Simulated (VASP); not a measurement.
AlFe:

```
Al Fe
1.0
     2.91000    0.00000    0.00000
     0.00000    2.91000    0.00000
     0.00000    0.00000    2.91000
Al Fe
1 1
Cartesian
  0.0000 0.0000 0.0000
  1.4550 1.4550 1.4550
```

```yaml
Program: VASP 6.6.1
Task: relaxation of cell and atoms
Functional: PBE
Potentials_or_basis: VASP PAW PBE potentials, release 64 (Al, Fe)
Cutoff: 600 eV
k_mesh: 14 × 14 × 14
Occupations: gaussian, width 0.1 eV
Spin: collinear spin, ferromagnetic start
Starting_moments: "[0.0, 0.85] μB"
```

At the start: pressure -6.1 GPa; volume 12.32 Å³/atom.

Task: How do energy, volume and symmetry change on relaxing?

Result: Over 3 steps the energy falls by 8.9 meV/atom and the volume is 11.87 Å³/atom (-3.7 %); space group Pm-3m (No. 221, to 0.05 Å); moment 0.67 μB per cell.

Step by step:
```csv
step,energy change (eV),largest force (eV/Å),pressure (GPa),volume (Å³)
1,0.0000,0.0000,-6.07,24.64
2,-0.0052,0.0000,5.82,23.02
3,-0.0179,0.0000,0.00,23.74
```

Final structure:
```
Al Fe
1.0
     2.87386    0.00000    0.00000
     0.00000    2.87386    0.00000
     0.00000    0.00000    2.87386
Al Fe
1 1
Direct
  0.00000 0.00000 0.00000
  0.50000 0.50000 0.50000
```
